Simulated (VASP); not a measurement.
# Ca (Fm-3m) in VASP: a series of runs

Ca is run at these levels: PBE; tasks: single point.

Program: VASP 6.6.1. These are calculated values, not measurements. Logs are shortened: lines on timing, memory, paths and dates and some standing lists are left out, and cuts for length are marked.

## (1) The cell of the first run

The structure is cubic, space group Fm-3m (No. 225). Conventional cell: a = 5.525 Å, b = 5.525 Å, c = 5.525 Å, α = 90.00°, β = 90.00°, γ = 90.00°. Ca (site symmetry m-3m) has 12 Ca at 3.91 Å within 5.1 Å.

## (2) Single point, PBE

Contents of INCAR:

```
ALGO     = Normal         # electronic algorithm
EDIFF    = 1E-6           # SCF threshold, eV
ENCUT    = 520            # plane-wave cutoff, eV
GGA      = PE             # functional
ISIF     = 2              # what is computed and relaxed
ISMEAR   = 0              # smearing method
LASPH    = T              # aspherical terms in the spheres
LCHARG   = F              # write CHGCAR
LREAL    = F              # projectors in reciprocal space
LWAVE    = F              # write WAVECAR
NBANDS   = 11             # bands
NELM     = 60             # most SCF steps
PREC     = Accurate       # precision mode
SIGMA    = 0.01           # smearing width, eV
```

Contents of KPOINTS:

```
k-points
0
Gamma
  10 10 10
```

Contents of POSCAR:

```
Ca
1.0
    0.0000000000      2.7627089163      2.7627089163
    2.7627089163      0.0000000000      2.7627089163
    2.7627089163      2.7627089163      0.0000000000
Ca
1
Direct
    0.0000000000      0.0000000000      0.0000000000
```

Potentials or basis: VASP PAW PBE potentials, release 64 (Ca_sv).

Run with:

```console
> cat potpaw_PBE.64/Ca_sv/POTCAR > POTCAR
> mpirun -np 1 vasp_std > vasp.out
```

OUTCAR:

```text
EDIFF = 1E-6
   ENCUT = 520
   GGA = PE
   ISIF = 2
   ISMEAR = 0
   LASPH = T
   LREAL = F
   NELM = 60
   PREC = Accurate

 ion  position               nearest neighbor table
   1  0.000  0.000  0.000-

  LATTYP: Found a face centered cubic cell.
 ALAT       =     5.5254178326

  Lattice vectors:

 A1 = (   0.0000000000,   2.7627089163,   2.7627089163)
 A2 = (   2.7627089163,   0.0000000000,   2.7627089163)
 A3 = (   2.7627089163,   2.7627089163,   0.0000000000)

Analysis of symmetry for initial positions (statically):
=====================================================================
 Subroutine PRICEL returns:
 Original cell was already a primitive cell.

 Routine SETGRP: Setting up the symmetry group for a
 face centered cubic supercell.

 Subroutine GETGRP returns: Found 48 space group operations
 (whereof 48 operations were pure point group operations)
 out of a pool of 48 trial point group operations.

The static configuration has the point symmetry O_h .

Analysis of symmetry for dynamics (positions and initial velocities):
=====================================================================
 Subroutine PRICEL returns:
 Original cell was already a primitive cell.

 Routine SETGRP: Setting up the symmetry group for a
 face centered cubic supercell.

 Subroutine GETGRP returns: Found 48 space group operations
 (whereof 48 operations were pure point group operations)
 out of a pool of 48 trial point group operations.

The dynamic configuration has the point symmetry O_h .

 Subroutine INISYM returns: Found 48 space group operations
 (whereof 48 operations are pure point group operations),
 and found     1 'primitive' translations

----------------------------------------------------------------------------------------

                                     Primitive cell

  volume of cell :      42.1731

  direct lattice vectors                    reciprocal lattice vectors
     0.000000000  2.762708916  2.762708916    -0.180981788  0.180981788  0.180981788
     2.762708916  0.000000000  2.762708916     0.180981788 -0.180981788  0.180981788
     2.762708916  2.762708916  0.000000000     0.180981788  0.180981788 -0.180981788

  length of vectors
     3.907060418  3.907060418  3.907060418     0.313469652  0.313469652  0.313469652

  position of ions in fractional coordinates (direct lattice)
     0.000000000  0.000000000  0.000000000

  ion indices of the primitive-cell ions
   primitive index   ion index
                 1           1

----------------------------------------------------------------------------------------

 KPOINTS: k-points

Automatic generation of k-mesh.
 Grid dimensions read from file:
 generate k-points for:   10   10   10

 Generating k-lattice:

  Cartesian coordinates                     Fractional coordinates (reciprocal lattice)
    -0.018098179  0.018098179  0.018098179     0.100000000  0.000000000  0.000000000
     0.018098179 -0.018098179  0.018098179     0.000000000  0.100000000  0.000000000
     0.018098179  0.018098179 -0.018098179     0.000000000  0.000000000  0.100000000

  Length of vectors
     0.031346965  0.031346965  0.031346965

  Shift w.r.t. Gamma in fractional coordinates (k-lattice)
     0.000000000  0.000000000  0.000000000

 Subroutine IBZKPT returns following result:
 ===========================================

 Found     47 irreducible k-points:

 Following reciprocal coordinates:
            Coordinates               Weight
  0.000000  0.000000  0.000000      1.000000
  0.100000  0.000000  0.000000      8.000000
  0.200000  0.000000  0.000000      8.000000
  0.300000  0.000000  0.000000      8.000000
  0.400000  0.000000  0.000000      8.000000
  0.500000  0.000000  0.000000      4.000000
[... 16 lines left out ...]
  0.300000  0.300000  0.000000      6.000000
  0.400000  0.300000  0.000000     24.000000
 [... further k-points ...]
   k-points           NKPTS =     47   k-points in BZ     NKDIM =     47   number of bands    NBANDS=     11
   number of dos      NEDOS =    301   number of ions     NIONS =      1
   total plane-waves  NPLWV =  27000
   dimension x,y,z NGX =    30 NGY =   30 NGZ =   30
   dimension x,y,z NGXF=    60 NGYF=   60 NGZF=   60
   ions per type =               1
   NGX,Y,Z   is equivalent  to a cutoff of  12.77, 12.77, 12.77 a.u.
   NGXF,Y,Z  is equivalent  to a cutoff of  25.53, 25.53, 25.53 a.u.
 SYSTEM =  unknown system
   PREC   = accura    normal or accurate (medium, high low for compatibility)
   ISTART =      0    job   : 0-new  1-cont  2-samecut
   ICHARG =      2    charge: 1-file 2-atom 10-const
   ISPIN  =      1    spin polarized calculation?
   LNONCOLLINEAR =      F non collinear calculations
   LSORBIT =      F    spin-orbit coupling
   LASPH  =      T    aspherical Exc in radial PAW
   ENCUT  =  520.0 eV  38.22 Ry    6.18 a.u.   7.26  7.26  7.26*2*pi/ulx,y,z
   NELM   =     60;   NELMIN=  2; NELMDL= -5     # of ELM steps
   EDIFF  = 0.1E-05   stopping-criterion for ELM
   LREAL  =      F    real-space projection
   EDIFFG = 0.1E-04   stopping-criterion for IOM
   NSW    =      0    number of steps for IOM
   IBRION =     -1    ionic relax: 0-MD 1-quasi-New 2-CG
   NFREE  =      0    steps in history (QN), initial steepest desc. (CG)
   ISIF   =      2    stress and relaxation
   ISYM   =      2    0-nonsym 1-usesym 2-fastsym
   POTIM  = 0.5000    time-step for ionic-motion
   TEBEG  =    0.0;   TEEND  =   0.0 temperature during run
   PSTRESS=    0.0 pullay stress
   NELECT =      10.0000    total number of electrons
   NUPDOWN=      -1.0000    fix difference up-down
   EMIN   =  10.00;   EMAX   =-10.00  energy-range for DOS
   EFERMI =   0.00;   METHOD = LEGACY
   ISMEAR =     0;   SIGMA  =   0.01  broadening in eV -4-tet -1-fermi 0-gaus
   EFERMI_NEDOS =   21; number of points for ismear=-14 and -15
   IALGO  =     38    algorithm
   IMIX   =      4    mixing-type and parameters
     AMIX     =   0.40;   BMIX     =  1.00
     AMIX_MAG =   1.60;   BMIX_MAG =  1.00
  volume/ion in A,a.u.               =      42.17       284.60
  Fermi-wavevector in a.u.,A,eV,Ry     =   1.013281  1.914823 13.969611  1.026737
  Thomas-Fermi vector in A             =   2.146440
   LORBIT       =      0    0 simple, 1 ext, 2 COOP (PROOUT), +10 PAW based schemes
   GGA     = PE    functional components
   LHFCALC =     F    Hartree Fock is set to
   AEXX    =    0.0000 exact exchange contribution
   IVDW    =     0    specifies the selected vdW correction
   LEPSILON=     F    determine dielectric tensor
   LRPA    =     F    only Hartree local field effects (RPA)
 non-spin polarized calculation
 Gauss-broadening in eV      SIGMA  =   0.01
  energy-cutoff  :      520.00
  volume of cell :       42.17
 maximum number of plane-waves:      1158
 NGX is ok and might be reduce to    30
   NGX = 15   NGY = 15   NGZ = 15

 number of electron      10.0000001 magnetization

 Free energy of the ion-electron system (eV)
  ---------------------------------------------------
  ext. energy  EPLUGINS =         0.00000000
  ---------------------------------------------------
  free energy    TOTEN  =        -1.93115861 eV

  energy without entropy =       -1.93103324  energy(sigma->0) =       -1.93109592

 E-fermi :   1.9778     XC(G=0):  -7.7393

 val. band max:        1.9569586652   @ k =  -0.4000   0.3000   0.0000
 cond. band min:       1.9808533766   @ k =  -0.3000   0.4000   0.1000
 fundamental gap:      0.0238947114
 Fermi energy:         1.9778382645

 k-point     1 :       0.0000    0.0000    0.0000
  band No.  band energies     occupation
      1     -40.0667      2.00000
      2     -20.9828      2.00000
      3     -20.9828      2.00000
      4     -20.9828      2.00000
      5      -2.0651      2.00000
      6       4.2934      0.00000
      7       4.2934      0.00000
      8       4.2934      0.00000
      9       5.3623      0.00000
     10       5.3623      0.00000
     11      11.0834      0.00000

 k-point     2 :       0.1000    0.0000    0.0000
  band No.  band energies     occupation
      1     -40.0654      2.00000
      2     -20.9962      2.00000
      3     -20.9846      2.00000
      4     -20.9846      2.00000
      5      -1.8944      2.00000
      6       4.1125      0.00000
      7       4.3558      0.00000
      8       4.3558      0.00000
      9       5.3099      0.00000
     10       5.3099      0.00000
     11      11.2540      0.00000

 k-point     3 :       0.2000    0.0000    0.0000
  band No.  band energies     occupation
      1     -40.0620      2.00000
      2     -21.0311      2.00000
      3     -20.9895      2.00000
      4     -20.9895      2.00000
      5      -1.3991      2.00000
      6       3.6595      0.00000
      7       4.4439      0.00000
      8       4.4439      0.00000
      9       5.2869      0.00000
     10       5.2869      0.00000
     11      10.1308      0.00000

 k-point     4 :       0.3000    0.0000    0.0000
  band No.  band energies     occupation
      1     -40.0578      2.00000
      2     -21.0738      2.00000
      3     -20.9954      2.00000
      4     -20.9954      2.00000
      5      -0.6332      2.00000
      6       3.0664      0.00000
      7       4.3703      0.00000
      8       4.3703      0.00000
      9       5.5258      0.00000
     10       5.5258      0.00000
     11       8.6434      0.00000
[... 239 lines left out ...]
 k-point    22 :      -0.2000    0.2000    0.0000
  band No.  band energies     occupation
      1     -40.0564      2.00000
      2     -21.0672      2.00000
      3     -21.0214      2.00000
      4     -20.9948      2.00000
      5      -0.3756      2.00000
      6       3.1732      0.00000
      7       3.8879      0.00000
      8       4.7490      0.00000
      9       4.9650      0.00000
     10       5.9899      0.00000
     11       9.0836      0.00000

 k-point    23 :       0.3000    0.3000    0.0000
  band No.  band energies     occupation
      1     -40.0549      2.00000
      2     -21.0697      2.00000
      3     -21.0160      2.00000
      4     -21.0160      2.00000
      5      -0.1942      2.00000
      6       3.0264      0.00000
      7       3.8203      0.00000
      8       5.1431      0.00000
      9       5.1431      0.00000
     10       5.7912      0.00000
     11      10.0013      0.00000

 k-point    24 :       0.4000    0.3000    0.0000
  band No.  band energies     occupation
      1     -40.0522      2.00000
      2     -21.0881      2.00000
      3     -21.0260      2.00000
      4     -21.0217      2.00000
      5       0.4559      2.00000
      6       2.7974      0.00000
      7       3.4539      0.00000
      8       5.2537      0.00000
      9       5.5603      0.00000
     10       5.9968      0.00000
     11       8.5959      0.00000

 [... further k-points ...]
[... 5 lines left out ...]
  --------------------------------------------------------------------------------------
  -------------------------------------------------------------------------------------
  Total        0.0054581      0.0054581      0.0054581      0.0000000      0.0000000     -0.0000000
  in kB        0.2073549      0.2073549      0.2073549      0.0000000      0.0000000     -0.0000000
  external PRESSURE =       0.2073549 kB  Pullay stress =       0.0000000 kB

 VOLUME and BASIS-vectors are now :
 -----------------------------------------------------------------------------
  energy-cutoff  :      520.00
  volume of cell :       42.17
      direct lattice vectors                 reciprocal lattice vectors
     0.000000000  2.762708916  2.762708916    -0.180981788  0.180981788  0.180981788
     2.762708916  0.000000000  2.762708916     0.180981788 -0.180981788  0.180981788
     2.762708916  2.762708916  0.000000000     0.180981788  0.180981788 -0.180981788

 POSITION                                       TOTAL-FORCE (eV/Angst)
 -----------------------------------------------------------------------------------
      0.00000      0.00000      0.00000        -0.000000      0.000000     -0.000000
 -----------------------------------------------------------------------------------
    total drift:                               -0.000000     -0.000000      0.000000

  FREE ENERGIE OF THE ION-ELECTRON SYSTEM (eV)
  ---------------------------------------------------
  free  energy   TOTEN  =        -1.9311586055 eV

  energy  without entropy=       -1.9310332356  energy(sigma->0) =       -1.93109592
```

Wall time 34 s (1 thread of Intel Xeon 8259CL, shared host); peak memory 0.17 GiB.

Results:

- Free energy: -1.9312 eV
- Pressure: 0.0 GPa
- Band gap on the k mesh: zero (bands 5 and 6 overlap by 0.27 eV)

(Continued in part 2 of 2.)

The gap in the log of VASP goes by the Fermi energy; the results here count the filled bands.